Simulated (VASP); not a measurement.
## SnTe (CsCl type): single point with PBE

Crystal: SnTe (CsCl type).

```xyz
2
Lattice="3.7996 0.0000 0.0000 0.0000 3.7996 0.0000 0.0000 0.0000 3.7996" Properties=species:S:1:pos:R:3 pbc="T T T"
Sn    0.0000    0.0000    0.0000
Te    1.8998    1.8998    1.8998
```

```yaml
Program: VASP 6.6.1
Task: single point
Functional: PBE
Potentials_or_basis: VASP PAW PBE potentials, release 64 (Sn_d, Te)
Cutoff: 520 eV
k_mesh: 12 × 12 × 12
Occupations: fermi-dirac, width 0.1 eV
Spin: no spin polarisation
```

```
Pressure               : 3.4 GPa
Band gap on the k mesh : zero (band 10 reaches 8.71 eV, above the bottom of band 11 at 6.50 eV)
```

Levels at points of the mesh, in eV from the Fermi level:
| k point | band 6 | band 7 | band 8 | band 9 | band 10 | band 11 | band 12 | band 13 | band 14 | band 15 |
| --- | --- | --- | --- | --- | --- | --- | --- | --- | --- | --- |
| (0.00, 0.00, 0.00) | -12.91 | -5.06 | -1.94 | -1.94 | -1.94 | 3.39 | 3.39 | 5.90 | 5.90 | 5.90 |
| (0.50, 0.00, 0.00) | -11.52 | -8.60 | -0.29 | -0.29 | 0.26 | 0.31 | 2.24 | 2.24 | 5.22 | 6.17 |
| (0.50, 0.50, 0.00) | -10.55 | -6.48 | -5.28 | -5.28 | 0.33 | 3.61 | 4.04 | 4.04 | 6.10 | 7.38 |
| (0.50, 0.50, 0.50) | -9.92 | -5.14 | -3.20 | -3.20 | -3.20 | -1.58 | -1.58 | -1.58 | 14.85 | 14.85 |

It took 48 s on 1 thread of Intel(R) Xeon(R) 6975P-C (Granite Rapids) (shared host), peak memory 0.21 GiB.

Caveat: spin-orbit coupling is left out, which moves the levels of the heavy elements.
